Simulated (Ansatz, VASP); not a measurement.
## Cs in VASP and in Ansatz

```
CELL_PARAMETERS angstrom
-3.06524 3.06524 3.06524
3.06524 -3.06524 3.06524
3.06524 3.06524 -3.06524
ATOMIC_POSITIONS crystal
Cs 0.00000 0.00000 0.00000
```

Alike in both runs: task single point; functional r2SCAN; k mesh 10 × 10 × 10; occupations gaussian, width 0.1 eV; no spin polarisation.

```csv
,VASP,Ansatz
version,VASP 6.6.1,Ansatz 0.2.0
potentials or method,"VASP PAW PBE potentials, release 64 (Cs_sv), cutoff 520 eV","scalar-relativistic, plane waves, PAW"
valence electrons in the cell,9,9
```

|  | VASP | Ansatz | Ansatz less VASP |
| --- | --- | --- | --- |
| gap on the k mesh at the Fermi level (eV) | none | none | - |
| pressure (GPa) | 0.1 | 0.1 | +0.01 |

VASP's potentials were made for PBE, not for r2SCAN. A gap of «none» marks a metal or a gap that the smearing closes. The functional is the same, so the differences come from potentials, cutoffs and numerics.

Neither program's run includes spin-orbit coupling.
